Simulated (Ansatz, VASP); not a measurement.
**Si2Ni in VASP and in Ansatz**

INCAR

```
PREC = Accurate
ENCUT = 600
EDIFF = 1E-6
ISMEAR = 0
SIGMA = 0.1
LREAL = F
LASPH = T
NELM = 100
ALGO = Normal
ISIF = 3
LWAVE = F
LCHARG = F
GGA = PS
IBRION = 2
NSW = 100
EDIFFG = -0.005
```

KPOINTS

```
regular mesh
0
Gamma
  14 14 14
```

The input POSCAR:

```
Si2Ni
1.0
    0.0000000000      2.6975000000      2.6975000000
    2.6975000000      0.0000000000      2.6975000000
    2.6975000000      2.6975000000      0.0000000000
Si Ni
2 1
Direct
    0.2500000000      0.2500000000      0.2500000000
    0.7500000000      0.7500000000      0.7500000000
    0.0000000000      0.0000000000      0.0000000000
```

Input for Ansatz:

```yaml
crystal:
  lattice:
    - [0.0, 2.6975, 2.6975]
    - [2.6975, 0.0, 2.6975]
    - [2.6975, 2.6975, 0.0]
  atoms:
    - { symbol: Si, position: [0.25, 0.25, 0.25] }
    - { symbol: Si, position: [0.75, 0.75, 0.75] }
    - { symbol: Ni, position: [0.0, 0.0, 0.0] }
basis:
  ecutwfc: 420
kpoints:
  mp_grid: { grid: [14, 14, 14] }
hamiltonian:
  xc: pbesol
scf:
  occupations: { method: gaussian, width: 0.1 }
output:
  forces: true
  stress: true
  eigenvalues: true
relax:
  adjacent_minimum: "off"
  f_tol: 0.005
  max_steps: 80
  cell: { stress_tol: 0.05 }
```

Alike in both runs: task relaxation of cell and atoms; functional PBEsol; k mesh 14 × 14 × 14; occupations gaussian, width 0.1 eV; no spin polarisation.

|  | VASP | Ansatz |
| --- | --- | --- |
| version | VASP 6.6.1 | Ansatz 0.2.0 |
| potentials or method | VASP PAW PBE potentials, release 64 (Si, Ni), cutoff 600 eV | scalar-relativistic, plane waves, PAW |
| valence electrons in the cell | 18 | 26 |

```csv
,VASP,Ansatz,Ansatz less VASP
"gap on the k mesh at the Fermi level, each at its own relaxed structure (eV)",none,none,-
relaxed volume (Å³/atom),13.07,13.06,-0.009
relaxed cell length with the largest relative difference (Å),3.813,3.812,-0.0008
```

VASP's potentials were made for PBE, not for PBEsol. A gap of «none» marks a metal or a gap that the smearing closes. VASP's potentials hold 18 valence electrons a cell and Ansatz's 26, so a difference there can come from the potentials and not from the codes.
